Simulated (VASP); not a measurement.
A run of VASP 6.6.1:

The input INCAR:

```
  PREC = Accurate
  ENCUT = 500
  EDIFF = 1E-6
  ISMEAR = 0
  SIGMA = 0.02
  LREAL = F
  LASPH = T
  NELM = 120
  ALGO = Normal
  ISIF = 2
  LWAVE = F
  LCHARG = F
  GGA = CA
  NBANDS = 11
  GGA_COMPAT = F
```

The input KPOINTS:

```
Automatic mesh
0
Gamma
  12 12 12
```

The input POSCAR:

```
Si
1.0
    0.0000000000      2.7007329044      2.7007329044
    2.7007329044      0.0000000000      2.7007329044
    2.7007329044      2.7007329044      0.0000000000
Si
2
Direct
    0.0000000000      0.0000000000      0.0000000000
    0.2500000000      0.2500000000      0.2500000000
```

Potentials or basis: VASP PAW LDA potentials, release 64 (Si).

Run with:

```sh
$ cat potpaw_LDA.64/Si/POTCAR > POTCAR
$ mpirun -np 1 vasp_std > vasp.out
```

Hardware: 1 thread of Intel(R) Xeon(R) 6975P-C (Granite Rapids) (shared host).

Estimate the wall time of this run.

Wall time 10 s on 1 thread of Intel(R) Xeon(R) 6975P-C (Granite Rapids), with other jobs on the host, peak memory 0.14 GiB. Counts: scf iterations 11, k points 72.
